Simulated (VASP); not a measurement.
Runs of VASP 6.6.1 on CdSe. The structure is that of space group F-43m (No. 216), or close to it. The cells are those of the table. 

| level | cell | cutoff (eV) | smearing | gap on the mesh (eV) | pressure (GPa) |
| --- | --- | --- | --- | --- | --- |
| r2SCAN | a = 4.339, b = 4.411, c = 4.411 Å, angles 58.9, 60.5, 60.5°, 2 atoms | 550 | gaussian 0.01 eV | (a) | -1.4 |
| PBE | a = 4.339 Å, angles 60.0°, 2 atoms | 500 | fermi-dirac 0.02 eV | (c) | (b) |
| r2SCAN | a = 4.339 Å, angles 60.0°, 2 atoms | 550 | gaussian 0.01 eV | 1.03 | 0.2 |
| r2SCAN | a = 4.170 Å, angles 60.0°, 2 atoms | 550 | gaussian 0.01 eV | 1.29 | 8.3 |
| r2SCAN | a = 4.434, b = 4.434, c = 4.339 Å, angles 60.7, 60.7, 58.6°, 2 atoms | 550 | gaussian 0.01 eV | 0.88 | -1.9 |
| PBE | a = 4.434, b = 4.434, c = 4.339 Å, angles 60.7, 60.7, 58.6°, 2 atoms | 500 | fermi-dirac 0.02 eV | 0.42 | -0.4 |
| PBE | a = 4.130 Å, angles 60.0°, 2 atoms | 500 | fermi-dirac 0.02 eV | 0.86 | 12.6 |
| r2SCAN | a = 4.130 Å, angles 60.0°, 2 atoms | 550 | gaussian 0.01 eV | 1.35 | 11.0 |

Alike in all rows: task single point; potentials or basis VASP PAW PBE potentials, release 64 (Cd, Se); no spin polarisation; k mesh 8 × 8 × 8.

Problem. Estimate the missing entries.

Solution. (a) 0.92; (b) 1.7; (c) 0.55.

Caveats: the PAW data sets were made with another functional, which shifts forces and pressure a little (at least some runs); the cell stands under pressure (at least some runs); semilocal functionals underestimate gaps, and a narrow one can read as zero (at least some runs).

A k mesh can miss the band edges, and the runs leave out spin-orbit coupling on Cd, Se.
